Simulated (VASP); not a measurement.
# NaErBr4 (P4/mmm) in VASP: further runs

Runs on NaErBr4. Level: PBE. Tasks: single point.

All numbers are computed with VASP 6.6.1; they aren't measurements. Logs are shortened: lines on timing, memory, paths and dates and some standing lists are left out, and cuts for length are marked.

### Step 1. The cell of the first run

Symmetry: P4/mmm, No. 123, tetragonal system. The conventional cell has a = 4.941 Å, b = 4.941 Å, c = 7.274 Å, α = 90.00°, β = 90.00°, γ = 90.00°. Within 4.1 Å of Na (site symmetry 4/mmm) lie 8 Br at 3.15 Å. Within 3.9 Å of Er (site symmetry 4/mmm) lie 8 Br at 2.99 Å. Within 4.0 Å of Br (site symmetry 2mm) lie 2 Er at 2.99 Å and 2 Na at 3.15 Å and 6 Br at 3.37 to 3.90 Å.

The cell was built from a structure type or drawn by symmetry, and may not be a known phase.

### Step 2. Single point, PBE

Contents of INCAR:

```
SYSTEM = NaErBr4
PREC     = Accurate       ! precision mode
ENCUT    = 500            ! plane-wave cutoff, eV
EDIFF    = 1E-6           ! SCF threshold, eV
ISMEAR   = 0              ! smearing method
SIGMA    = 0.1            ! smearing width, eV
LREAL    = .False.        ! projectors in reciprocal space
LASPH    = .True.         ! aspherical terms in the spheres
NELM     = 200            ! most SCF steps
ALGO     = Normal         ! electronic algorithm
ISIF     = 2              ! what is computed and relaxed
LWAVE    = .False.        ! write WAVECAR
LCHARG   = .True.         ! write CHGCAR
GGA      = PE             ! functional
LELF     = .True.         ! ELF
LVHAR    = .True.       
NBANDS   = 31             ! bands
GGA_COMPAT= .False.      
LMAXMIX  = 6              ! l up to which the mixer works
```

Contents of KPOINTS:

```
Automatic mesh
0
Gamma
  4 4 4
  0 0 0
```

Contents of POSCAR:

```
NaErBr4
1.0
    4.9407862644      0.0000000000      0.0000000000
    0.0000000000      4.9407862644      0.0000000000
    0.0000000000      0.0000000000      7.2736295363
Na Er Br
1 1 4
Direct
    0.0000000000      0.0000000000      0.5000000000
    0.5000000000      0.5000000000      0.0000000000
    0.0000000000      0.5000000000      0.2316157477
    0.5000000000      0.0000000000      0.2316157477
    0.0000000000      0.5000000000      0.7683842523
    0.5000000000      0.0000000000      0.7683842523
```

Potentials or basis: VASP PAW PBE potentials, release 64 (Na_pv, Er_3, Br), 4f in core.

Started as:

```sh
$ cat potpaw_PBE.64/Na_pv/POTCAR potpaw_PBE.64/Er_3/POTCAR potpaw_PBE.64/Br/POTCAR > POTCAR
$ mpirun -np 1 vasp_std > vasp.out
```

OUTCAR:

```text
SYSTEM = NaErBr4
   PREC = Accurate
   ENCUT = 500
   EDIFF = 1E-6
   ISMEAR = 0
   LREAL = .False.
   LASPH = .True.
   NELM = 200
   ISIF = 2
   GGA = PE

 ion  position               nearest neighbor table
   1  0.000  0.000  0.500-
   2  0.500  0.500  0.000-   3 2.99   4 2.99   5 2.99   6 2.99   4 2.99   6 2.99   3 2.99   5 2.99

   3  0.000  0.500  0.232-   2 2.99   2 2.99
   4  0.500  0.000  0.232-   2 2.99   2 2.99
   5  0.000  0.500  0.768-   2 2.99   2 2.99
   6  0.500  0.000  0.768-   2 2.99   2 2.99

  LATTYP: Found a simple tetragonal cell.
 ALAT       =     4.9407862644
 C/A-ratio  =     1.4721603298

  Lattice vectors:

 A1 = (   4.9407862644,   0.0000000000,   0.0000000000)
 A2 = (   0.0000000000,   4.9407862644,   0.0000000000)
 A3 = (   0.0000000000,   0.0000000000,   7.2736295363)

Analysis of symmetry for initial positions (statically):
=====================================================================
 Subroutine PRICEL returns:
 Original cell was already a primitive cell.

 Routine SETGRP: Setting up the symmetry group for a
 simple tetragonal supercell.

 Subroutine GETGRP returns: Found 16 space group operations
 (whereof 16 operations were pure point group operations)
 out of a pool of 16 trial point group operations.

The static configuration has the point symmetry D_4h.

Analysis of symmetry for dynamics (positions and initial velocities):
=====================================================================
 Subroutine PRICEL returns:
 Original cell was already a primitive cell.

 Routine SETGRP: Setting up the symmetry group for a
 simple tetragonal supercell.

 Subroutine GETGRP returns: Found 16 space group operations
 (whereof 16 operations were pure point group operations)
 out of a pool of 16 trial point group operations.

The dynamic configuration has the point symmetry D_4h.

 Subroutine INISYM returns: Found 16 space group operations
 (whereof 16 operations are pure point group operations),
 and found     1 'primitive' translations

----------------------------------------------------------------------------------------

                                     Primitive cell

  volume of cell :     177.5593

  direct lattice vectors                    reciprocal lattice vectors
     4.940786264  0.000000000  0.000000000     0.202396936  0.000000000  0.000000000
     0.000000000  4.940786264  0.000000000     0.000000000  0.202396936  0.000000000
     0.000000000  0.000000000  7.273629536     0.000000000  0.000000000  0.137482944

  length of vectors
     4.940786264  4.940786264  7.273629536     0.202396936  0.202396936  0.137482944

  position of ions in fractional coordinates (direct lattice)
     0.000000000  0.000000000  0.500000000
     0.500000000  0.500000000  0.000000000
     0.000000000  0.500000000  0.231615748
     0.500000000  0.000000000  0.231615748
     0.000000000  0.500000000  0.768384252
     0.500000000  0.000000000  0.768384252

  ion indices of the primitive-cell ions
   primitive index   ion index
                 1           1
                 2           2
                 3           3
                 4           4
                 5           5
                 6           6

----------------------------------------------------------------------------------------

 KPOINTS: Automatic mesh

Automatic generation of k-mesh.
 Grid dimensions read from file:
 generate k-points for:    4    4    4

 Generating k-lattice:

  Cartesian coordinates                     Fractional coordinates (reciprocal lattice)
     0.050599234  0.000000000  0.000000000     0.250000000  0.000000000  0.000000000
     0.000000000  0.050599234  0.000000000     0.000000000  0.250000000  0.000000000
     0.000000000  0.000000000  0.034370736     0.000000000  0.000000000  0.250000000

  Length of vectors
     0.050599234  0.050599234  0.034370736

  Shift w.r.t. Gamma in fractional coordinates (k-lattice)
     0.000000000  0.000000000  0.000000000

 Subroutine IBZKPT returns following result:
 ===========================================

 Found     18 irreducible k-points:

 Following reciprocal coordinates:
            Coordinates               Weight
  0.000000  0.000000  0.000000      1.000000
  0.250000  0.000000  0.000000      4.000000
  0.500000  0.000000  0.000000      2.000000
  0.250000  0.250000  0.000000      4.000000
  0.500000  0.250000  0.000000      4.000000
  0.500000  0.500000  0.000000      1.000000
[... 10 lines left out ...]
  0.500000  0.250000  0.500000      4.000000
  0.500000  0.500000  0.500000      1.000000
   k-points           NKPTS =     18   k-points in BZ     NKDIM =     18   number of bands    NBANDS=     31
   number of dos      NEDOS =    301   number of ions     NIONS =      6
   total plane-waves  NPLWV =  69984
   dimension x,y,z NGX =    36 NGY =   36 NGZ =   54
   dimension x,y,z NGXF=    72 NGYF=   72 NGZF=  108
   ions per type =               1   1   4
   NGX,Y,Z   is equivalent  to a cutoff of  12.11, 12.11, 12.34 a.u.
   NGXF,Y,Z  is equivalent  to a cutoff of  24.23, 24.23, 24.68 a.u.
 SYSTEM =  NaErBr4
   PREC   = accura    normal or accurate (medium, high low for compatibility)
   ISTART =      0    job   : 0-new  1-cont  2-samecut
   ICHARG =      2    charge: 1-file 2-atom 10-const
   ISPIN  =      1    spin polarized calculation?
   LNONCOLLINEAR =      F non collinear calculations
   LSORBIT =      F    spin-orbit coupling
   LASPH  =      T    aspherical Exc in radial PAW
   ENCUT  =  500.0 eV  36.75 Ry    6.06 a.u.   9.01  9.01 13.26*2*pi/ulx,y,z
   NELM   =    200;   NELMIN=  2; NELMDL= -5     # of ELM steps
   EDIFF  = 0.1E-05   stopping-criterion for ELM
   LREAL  =      F    real-space projection
   EDIFFG = 0.1E-04   stopping-criterion for IOM
   NSW    =      0    number of steps for IOM
   IBRION =     -1    ionic relax: 0-MD 1-quasi-New 2-CG
   NFREE  =      0    steps in history (QN), initial steepest desc. (CG)
   ISIF   =      2    stress and relaxation
   ISYM   =      2    0-nonsym 1-usesym 2-fastsym
   POTIM  = 0.5000    time-step for ionic-motion
   TEBEG  =    0.0;   TEEND  =   0.0 temperature during run
   PSTRESS=    0.0 pullay stress
   NELECT =      44.0000    total number of electrons
   NUPDOWN=      -1.0000    fix difference up-down
   EMIN   =  10.00;   EMAX   =-10.00  energy-range for DOS
   EFERMI =   0.00;   METHOD = LEGACY
   ISMEAR =     0;   SIGMA  =   0.10  broadening in eV -4-tet -1-fermi 0-gaus
   EFERMI_NEDOS =   21; number of points for ismear=-14 and -15
   IALGO  =     38    algorithm
   IMIX   =      4    mixing-type and parameters
     AMIX     =   0.40;   BMIX     =  1.00
     AMIX_MAG =   1.60;   BMIX_MAG =  1.00
  volume/ion in A,a.u.               =      29.59       199.70
  Fermi-wavevector in a.u.,A,eV,Ry     =   1.028280  1.943167 14.386246  1.057359
  Thomas-Fermi vector in A             =   2.162268
   LORBIT       =      0    0 simple, 1 ext, 2 COOP (PROOUT), +10 PAW based schemes
   GGA     = PE    functional components
   LHFCALC =     F    Hartree Fock is set to
   AEXX    =    0.0000 exact exchange contribution
   IVDW    =     0    specifies the selected vdW correction
   LEPSILON=     F    determine dielectric tensor
   LRPA    =     F    only Hartree local field effects (RPA)
 non-spin polarized calculation
 Gauss-broadening in eV      SIGMA  =   0.10
  energy-cutoff  :      500.00
  volume of cell :      177.56
 maximum number of plane-waves:      4584
   NGX = 19   NGY = 19   NGZ = 27

 number of electron      44.0000007 magnetization

 Free energy of the ion-electron system (eV)
  ---------------------------------------------------
  ext. energy  EPLUGINS =         0.00000000
  ---------------------------------------------------
  free energy    TOTEN  =       -22.18569682 eV

  energy without entropy =      -22.18569682  energy(sigma->0) =      -22.18569682

 E-fermi :   1.4023     XC(G=0):  -8.2727

 val. band max:        0.9643038339   @ k =   0.5000   0.5000   0.0000
 cond. band min:       3.2496659247   @ k =   0.0000   0.0000   0.0000
 fundamental gap:      2.2853620908
 Fermi energy:         1.4023439510

 k-point     1 :       0.0000    0.0000    0.0000
  band No.  band energies     occupation
      1     -24.1529      2.00000
      2     -24.0978      2.00000
      3     -24.0978      2.00000
      4     -21.9496      2.00000
      5     -21.9496      2.00000
      6     -21.9367      2.00000
[... 23 lines left out ...]
     30       7.0846      0.00000
     31       7.3898      0.00000

 k-point     2 :       0.2500    0.0000    0.0000
  band No.  band energies     occupation
      1     -24.1509      2.00000
      2     -24.1066      2.00000
      3     -24.0975      2.00000
      4     -21.9504      2.00000
      5     -21.9496      2.00000
      6     -21.9365      2.00000
[... 23 lines left out ...]
     30       7.5512      0.00000
     31       7.8789      0.00000

 k-point     3 :       0.5000    0.0000    0.0000
  band No.  band energies     occupation
      1     -24.1488      2.00000
      2     -24.1154      2.00000
      3     -24.0973      2.00000
      4     -21.9512      2.00000
      5     -21.9496      2.00000
      6     -21.9362      2.00000
[... 23 lines left out ...]
     30       7.6710      0.00000
     31       8.4491      0.00000

 k-point     4 :       0.2500    0.2500    0.0000
  band No.  band energies     occupation
      1     -24.1489      2.00000
      2     -24.1064      2.00000
      3     -24.1063      2.00000
      4     -21.9504      2.00000
      5     -21.9504      2.00000
      6     -21.9362      2.00000
[... 23 lines left out ...]
     30       7.3039      0.00000
     31       8.0393      0.00000

 k-point     5 :       0.5000    0.2500    0.0000
  band No.  band energies     occupation
      1     -24.1468      2.00000
      2     -24.1151      2.00000
      3     -24.1061      2.00000
      4     -21.9512      2.00000
      5     -21.9504      2.00000
      6     -21.9360      2.00000
[... 23 lines left out ...]
     30       7.5121      0.00000
     31       7.5695      0.00000
[... 338 lines left out ...]
     30       7.5765      0.00000
     31       8.0628      0.00000

 k-point    16 :       0.2500    0.2500    0.5000
  band No.  band energies     occupation
      1     -24.1489      2.00000
      2     -24.1064      2.00000
      3     -24.1063      2.00000
      4     -21.9504      2.00000
      5     -21.9504      2.00000
      6     -21.9363      2.00000
[... 23 lines left out ...]
     30       7.5645      0.00000
     31       8.4797      0.00000

 k-point    17 :       0.5000    0.2500    0.5000
  band No.  band energies     occupation
      1     -24.1469      2.00000
      2     -24.1151      2.00000
      3     -24.1060      2.00000
      4     -21.9512      2.00000
      5     -21.9504      2.00000
      6     -21.9360      2.00000
[... 23 lines left out ...]
     30       7.9568      0.00000
     31       8.2071      0.00000

 k-point    18 :       0.5000    0.5000    0.5000
  band No.  band energies     occupation
      1     -24.1448      2.00000
      2     -24.1148      2.00000
      3     -24.1148      2.00000
      4     -21.9511      2.00000
      5     -21.9511      2.00000
      6     -21.9358      2.00000
[... 23 lines left out ...]
     30       7.2818      0.00000
     31       8.8167      0.00000

------------------------ aborting loop because EDIFF is reached ----------------------------------------

  FORCE on cell =-STRESS in cart. coord.  units (eV):
  Direction    XX          YY          ZZ          XY          YZ          ZX
  --------------------------------------------------------------------------------------
  -------------------------------------------------------------------------------------
  Total        0.0577431      0.0577431      0.1808392      0.0000000     -0.0000000      0.0000000
  in kB        0.5210360      0.5210360      1.6317734      0.0000000     -0.0000000      0.0000000
  external PRESSURE =       0.8912818 kB  Pullay stress =       0.0000000 kB

 VOLUME and BASIS-vectors are now :
 -----------------------------------------------------------------------------
  energy-cutoff  :      500.00
  volume of cell :      177.56
      direct lattice vectors                 reciprocal lattice vectors
     4.940786264  0.000000000  0.000000000     0.202396936  0.000000000  0.000000000
     0.000000000  4.940786264  0.000000000     0.000000000  0.202396936  0.000000000
     0.000000000  0.000000000  7.273629536     0.000000000  0.000000000  0.137482944

 POSITION                                       TOTAL-FORCE (eV/Angst)
 -----------------------------------------------------------------------------------
      0.00000      0.00000      3.63681        -0.000000      0.000000      0.000000
      2.47039      2.47039      0.00000        -0.000000      0.000000      0.000000
      0.00000      2.47039      1.68469         0.000000      0.000000      0.028414
      2.47039      0.00000      1.68469         0.000000     -0.000000      0.028414
      0.00000      2.47039      5.58894        -0.000000      0.000000     -0.028414
      2.47039      0.00000      5.58894        -0.000000      0.000000     -0.028414
 -----------------------------------------------------------------------------------
    total drift:                                0.000000      0.000000     -0.000000

  FREE ENERGIE OF THE ION-ELECTRON SYSTEM (eV)
  ---------------------------------------------------
  free  energy   TOTEN  =       -22.1856968244 eV

  energy  without entropy=      -22.1856968244  energy(sigma->0) =      -22.18569682
```

Wall time 40 s (1 thread of Intel Xeon 6975P-C (Granite Rapids), shared host); peak memory 0.3 GiB.

What came out:

* Free energy: -22.1857 eV
* Pressure: 0.1 GPa
* Largest force: 0.028 eV/Å
* Band gap on the k mesh: 2.29 eV (least direct gap 2.72 eV)

Forces on the atoms (eV/Å):
```
Na   0.000  0.000  0.000
Er   0.000  0.000  0.000
Br   0.000  0.000  0.028
Br   0.000  0.000  0.028
Br   0.000  0.000 -0.028
Br   0.000  0.000 -0.028
```

Levels at points of the mesh, in eV from the valence-band top:
```csv
k point,band 19,band 20,band 21,band 22,band 23,band 24,band 25,band 26
"(0.00, 0.00, 0.00)",-0.89,-0.75,-0.75,-0.44,2.29,2.88,3.44,4.85
"(0.50, 0.00, 0.00)",-1.80,-1.63,-1.09,-0.80,2.79,3.43,4.19,4.19
"(0.50, 0.50, 0.00)",-1.08,-0.57,-0.31,0.00,2.72,2.79,3.91,3.91
"(0.00, 0.00, 0.50)",-0.83,-0.83,-0.82,-0.82,2.40,2.89,4.88,4.88
"(0.50, 0.00, 0.50)",-2.11,-1.90,-1.75,-1.70,2.89,3.51,4.06,5.00
"(0.50, 0.50, 0.50)",-1.51,-0.63,-0.23,-0.09,2.92,3.26,3.74,3.74
```

Caveat: spin-orbit coupling is left out, which moves the levels of the heavy elements; the 4f electrons are frozen in the core, so they carry no moment and show no levels. Spin polarisation is off, so any magnetic state and its effect on volume and gap are missing.

### Step 3. Single point, PBE

This run uses another cell than the first one, of 33.89 Å³/atom.

Contents of INCAR:

```
SYSTEM = NaErBr4
PREC = Accurate
ENCUT = 500
EDIFF = 1E-6
ISMEAR = 0
SIGMA = 0.1
LREAL = .FALSE.
LASPH = .TRUE.
NELM = 200
ALGO = Normal
ISIF = 2
LWAVE = .FALSE.
LCHARG = .FALSE.
GGA = PE
NBANDS = 31
GGA_COMPAT = .FALSE.
LMAXMIX = 6
```

Contents of KPOINTS:

```
Automatic mesh
0
G
  4 4 4
  0 0 0
```

Contents of POSCAR:

```
NaErBr4
1.0
    5.2305737400      0.0000000000      0.0000000000
    0.0000000000      5.2305737400      0.0000000000
    0.0000000000      0.0000000000      7.4318809500
Na Er Br
1 1 4
Direct
    0.0000000000      0.0000000000      0.5000000000
    0.5000000000      0.5000000000      0.0000000000
    0.0000000000      0.5000000000      0.2579450000
    0.5000000000      0.0000000000      0.2579450000
    0.0000000000      0.5000000000      0.7420550000
    0.5000000000      0.0000000000      0.7420550000
```

Potentials or basis: VASP PAW PBE potentials, release 64 (Na_pv, Er_3, Br), 4f in core.

Started as:

```sh
$ cat potpaw_PBE.64/Na_pv/POTCAR potpaw_PBE.64/Er_3/POTCAR potpaw_PBE.64/Br/POTCAR > POTCAR
$ mpirun -np 1 vasp_std > vasp.out
```

Run time: 50 s. Hardware: 1 thread of Intel Xeon 6975P-C (Granite Rapids), shared host; peak memory 0.34 GiB.

The run converged. Its results:

- Free energy: -21.3219 eV
- Pressure: -4.5 GPa
- Largest force: 1.045 eV/Å
- Band gap on the k mesh: 2.16 eV (least direct gap 2.39 eV)

Forces on the atoms (eV/Å):
```
Na   0.000  0.000  0.000
Er   0.000  0.000  0.000
Br   0.000  0.000 -1.045
Br   0.000  0.000 -1.045
Br   0.000  0.000  1.045
Br   0.000  0.000  1.045
```

Stress tensor (GPa, compression positive):
```
-4.35  0.00  0.00
 0.00 -4.35  0.00
 0.00  0.00 -4.87
```

Levels at points of the mesh, in eV from the valence-band top:
```csv
k point,band 19,band 20,band 21,band 22,band 23,band 24,band 25,band 26
"(0.00, 0.00, 0.00)",-0.68,-0.53,-0.53,-0.23,2.16,2.74,2.90,3.68
"(0.50, 0.00, 0.00)",-1.35,-1.19,-0.72,-0.49,2.67,2.95,3.41,3.54
"(0.50, 0.50, 0.00)",-0.74,-0.38,-0.26,0.00,2.63,2.65,3.36,3.36
"(0.00, 0.00, 0.50)",-0.69,-0.69,-0.54,-0.54,2.27,2.75,3.86,3.86
"(0.50, 0.00, 0.50)",-1.64,-1.46,-1.42,-1.41,2.73,3.01,3.38,3.91
"(0.50, 0.50, 0.50)",-0.91,-0.50,-0.17,-0.10,2.77,2.89,3.18,3.18
```

Caveat: the cell stands under tension; spin-orbit coupling is left out, which moves the levels of the heavy elements; the 4f electrons are frozen in the core, so they carry no moment and show no levels; forces of over 1 eV/Å act on the atoms, so gaps and moduli don't describe the material at rest. A k mesh can miss the band edges.

[end of part 1 of 2]
